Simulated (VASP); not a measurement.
Wanted: the native input for a VASP 6.6.1 run.

| Property | Result |
| --- | --- |
| Task | single point |
| Functional | PBE |
| Potentials or basis | VASP PAW PBE potentials, release 64 (Na_pv, H) |
| Cutoff | 520 eV |
| k mesh | 10 × 10 × 10 |
| Occupations | gaussian, width 0.05 eV |
| Spin | no spin polarisation |
| Dipole correction | no |
| Further INCAR settings | ALGO = Normal; EDIFF = 1e-07; NBANDS = 11 |

The structure of NaH lies in POSCAR:

```
NaH
1.0
    2.8812459000      0.0000000000      0.0000000000
    0.0000000000      2.8812459000      0.0000000000
    0.0000000000      0.0000000000      2.8073678000
Na H
1 1
Direct
    0.0000000000      0.0000000000      0.0000000000
    0.5000000000      0.5000000000      0.5000000000
```

This cell differs from its parent crystal: strain -0.025 along x and y, -0.050 along z.

The input as run:

INCAR

```
SYSTEM = NaH
PREC = Accurate
ENCUT = 520
EDIFF = 1E-7
ISMEAR = 0
SIGMA = 0.05
LREAL = .FALSE.
LASPH = .TRUE.
NELM = 100
ALGO = Normal
ISIF = 2
LWAVE = .FALSE.
LCHARG = .FALSE.
GGA = PE
NBANDS = 11
```

KPOINTS

```
Automatic mesh
0
G
  10 10 10
  0 0 0
```

Potentials or basis: VASP PAW PBE potentials, release 64 (Na_pv, H).

Launch:

```sh
$ cat potpaw_PBE.64/Na_pv/POTCAR potpaw_PBE.64/H/POTCAR > POTCAR
$ mpirun -np 1 vasp_std > vasp.out
```

It gave:

```json
{
  "Pressure": "3.2 GPa",
  "Band gap on the k mesh": "0.94 eV (least direct gap 4.71 eV)"
}
```

Caveat: the cell differs from its parent crystal (strain -0.025 along x and y, -0.050 along z); the cell stands under pressure.

It took 30 s on 1 thread of Intel Xeon 8259CL (shared host), peak memory 0.15 GiB.
